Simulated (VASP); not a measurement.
Here is a VASP 6.6.1 calculation.

The input INCAR:

```
SYSTEM = NaCl
ALGO = Normal ; EDIFF = 1E-6
ENCUT = 520 ; GGA = PE
ISIF = 2 ; ISMEAR = 0
LASPH = .TRUE. ; LCHARG = .FALSE.
LREAL = .FALSE. ; LWAVE = .FALSE.
NBANDS = 14 ; NELM = 80
PREC = Accurate ; SIGMA = 0.01
```

The input KPOINTS:

```
k-points
0
G
  4 4 4
  0 0 0
```

File POSCAR:

```
NaCl
1.0
    0.0000000000      2.8932669885      2.8932669885
    2.8932669885      0.0000000000      2.8932669885
    2.8932669885      2.8932669885      0.0000000000
Na Cl
1 1
Direct
    0.0000000000      0.0000000000      0.0000000000
    0.5000000000      0.5000000000      0.5000000000
```

Potentials or basis: VASP PAW PBE potentials, release 64 (Na_pv, Cl).

The run is started by

```console
$ cat potpaw_PBE.64/Na_pv/POTCAR potpaw_PBE.64/Cl/POTCAR > POTCAR
$ mpirun -np 1 vasp_std > vasp.out
```

Predict the pressure.

-1.0 GPa.

Predict the band gap on the k mesh.

4.82 eV, direct.

Caveat: the k points lie up to 0.47 Å⁻¹ apart.
